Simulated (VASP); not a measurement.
Input of a VASP 6.6.1 run:

File POSCAR:

```
Sb
1.0
    0.0000000000      2.3712425216      2.3712425216
    2.3712425216      0.0000000000      2.3712425216
    2.3712425216      2.3712425216      0.0000000000
Sb
1
Direct
    0.0000000000      0.0000000000      0.0000000000
```

Contents of INCAR.step1:

```
PREC     = Accurate       # precision mode
ENCUT    = 520            # plane-wave cutoff, eV
EDIFF    = 1E-5           # SCF threshold, eV
ISMEAR   = -1             # smearing method
SIGMA    = 0.05           # smearing width, eV
LREAL    = F              # projectors in reciprocal space
LASPH    = T              # aspherical terms in the spheres
NELM     = 60             # most SCF steps
ALGO     = Normal         # electronic algorithm
ISIF     = 2              # what is computed and relaxed
LWAVE    = T              # write WAVECAR
LCHARG   = F              # write CHGCAR
GGA      = PE             # functional
NBANDS   = 8              # bands
```

INCAR.step2

```
PREC     = Accurate       # precision mode
ENCUT    = 520            # plane-wave cutoff, eV
EDIFF    = 1E-6           # SCF threshold, eV
ISMEAR   = -1             # smearing method
SIGMA    = 0.05           # smearing width, eV
LREAL    = F              # projectors in reciprocal space
LASPH    = T              # aspherical terms in the spheres
NELM     = 60             # most SCF steps
ALGO     = Normal         # electronic algorithm
ISIF     = 2              # what is computed and relaxed
LWAVE    = F              # write WAVECAR
LCHARG   = F              # write CHGCAR
METAGGA  = R2SCAN         # meta-GGA
LHFCALC  = T              # exact exchange
AEXX     = 0.1            # exact-exchange fraction
LMIXTAU  = T            
PRECFOCK = Normal       
ISTART   = 1            
NBANDS   = 8              # bands
```

The input KPOINTS:

```
Automatic mesh
0
Gamma
  6 6 6
```

Potentials or basis: VASP PAW PBE potentials, release 64 (Sb).

Launch:

```bash
$ cat potpaw_PBE.64/Sb/POTCAR > POTCAR
$ cp INCAR.step1 INCAR
$ mpirun -np 1 vasp_std > vasp.out
$ cp INCAR.step2 INCAR
$ mpirun -np 1 vasp_std > vasp.out
```

(1) Estimate the pressure.

(2) Predict the band gap on the k mesh.

Answers

(1) -0.1 GPa.

(2) zero (an odd number of electrons rules out a gap without spin polarisation).

Caveat: the k points lie up to 0.38 Å⁻¹ apart, too coarse for converged energies and pressures of a metal; the PAW data sets were made with another functional, which shifts forces and pressure a little; spin-orbit coupling is left out, which moves the levels of the heavy elements.
